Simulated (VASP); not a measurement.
Set up this calculation in VASP 6.6.1, as the native input.

```
Task                   : single point
Functional             : PBE
Potentials or basis    : VASP PAW PBE potentials, release 64 (Ti_sv, Ge_d, Mo_sv)
Cutoff                 : 520 eV
k mesh                 : 6 × 4 × 4
Occupations            : gaussian, width 0.2 eV
Spin                   : no spin polarisation
Dipole correction      : no
Further INCAR settings : ALGO = Normal; EDIFF = 1e-07; NBANDS = 95
```

The structure of TiGe8Mo3 lies in POSCAR:

```
TiGe8Mo3
1.0
    3.3352611000      0.0000000000      0.0000000000
    0.0000000000      6.6962063000      0.0000000000
    0.0000000000      0.0000000000      8.3674214000
Ti Ge Mo
1 8 3
Direct
    0.5000000000      0.5000000000      0.5000000000
    0.0000000000      0.7523300000      0.6624870000
    0.5000000000      0.0000000000      0.1622920000
    0.0000000000      0.2476700000      0.6624870000
    0.5000000000      0.5000000000      0.1603270000
    0.0000000000      0.7523300000      0.3375130000
    0.5000000000      0.0000000000      0.8377080000
    0.0000000000      0.2476700000      0.3375130000
    0.5000000000      0.5000000000      0.8396730000
    0.0000000000      0.7523550000      0.0000000000
    0.5000000000      0.0000000000      0.5000000000
    0.0000000000      0.2476450000      0.0000000000
```

One way to write it, as run:

INCAR

```
SYSTEM = TiGe8Mo3
PREC = Accurate
ENCUT = 520
EDIFF = 1E-7
ISMEAR = 0
SIGMA = 0.2
LREAL = .False.
LASPH = .True.
NELM = 100
ALGO = Normal
ISIF = 2
LWAVE = .False.
LCHARG = .False.
GGA = PE
NBANDS = 95
```

KPOINTS

```
Automatic mesh
0
Gamma
  6 4 4
  0 0 0
```

Potentials or basis: VASP PAW PBE potentials, release 64 (Ti_sv, Ge_d, Mo_sv).

The run is started by

```bash
$ cat potpaw_PBE.64/Ti_sv/POTCAR potpaw_PBE.64/Ge_d/POTCAR potpaw_PBE.64/Mo_sv/POTCAR > POTCAR
$ mpirun -np 1 vasp_std > vasp.out
```

Results of the run:

| Quantity | Value |
| --- | --- |
| Pressure | 0.3 GPa |
| Largest force | 0.046 eV/Å |
| Band gap on the k mesh | zero (bands 83 and 84 overlap by 1.78 eV) |

It took 22 min on 1 thread of Intel Xeon 8259CL (shared host), peak memory 0.61 GiB.
